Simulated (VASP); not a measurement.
**AlAs: single point with LDA**

Crystal: AlAs.

```
CELL_PARAMETERS angstrom
0.00000 2.83040 2.83040
2.83040 0.00000 2.83040
2.83040 2.83040 0.00000
ATOMIC_POSITIONS crystal
Al 0.00000 0.00000 0.00000
As 0.25000 0.25000 0.25000
```

- Program: VASP 6.6.1
- Task: single point
- Functional: LDA
- Potentials or basis: VASP PAW LDA potentials, release 64 (Al, As)
- Cutoff: 500 eV
- k mesh: 6 × 6 × 6
- Occupations: methfessel-paxton, width 0.02 eV
- Spin: non-collinear spin, zero start, spin-orbit coupling
- Starting moments: [[0.0, 0.0, 0.0], [0.0, 0.0, 0.0]] μB

| Property | Result |
| --- | --- |
| Pressure | -0.9 GPa |
| Net moment | 0.00 μB per cell |
| Valence electrons inside the program's atomic spheres | Al 0.79; As 2.92 |

Moments on the atoms (μB; x, y, z):
```
Al  0.00 0.00 0.00
As  0.00 0.00 0.00
```

It took 56 s on 1 thread of AMD EPYC 7R13, with other jobs on the host, peak memory 0.2 GiB.
